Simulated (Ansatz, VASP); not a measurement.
Ti: VASP beside Ansatz

```
Ti
1.0
     0.00000    1.92850    2.03000
     1.92850    0.00000    2.03000
     1.92850    1.92850    0.00000
Ti
1
Cartesian
  0.0000 0.0000 0.0000
```

Change from the starting cell: strain -0.050 along x and y, +0.000 along z, atoms carried along.

Alike in both runs: task single point; functional r2SCAN; k mesh 20 × 20 × 20; occupations gaussian, width 0.15 eV; no spin polarisation.

|  | VASP | Ansatz |
| --- | --- | --- |
| version | VASP 6.6.1 | Ansatz 0.2.0 |
| potentials or method | VASP PAW PBE potentials, release 64 (Ti_sv), cutoff 520 eV | scalar-relativistic, plane waves, PAW |
| valence electrons in the cell | 12 | 12 |

```csv
,VASP,Ansatz,Ansatz less VASP
gap on the k mesh at the Fermi level (eV),none,none,-
pressure (GPa),20.1,19.4,-0.66
"traceless stress, the component that is largest in VASP (GPa)",-0.91,-0.88,+0.033
```

VASP's potentials were made for PBE, not for r2SCAN. A gap of «none» marks a metal or a gap that the smearing closes.
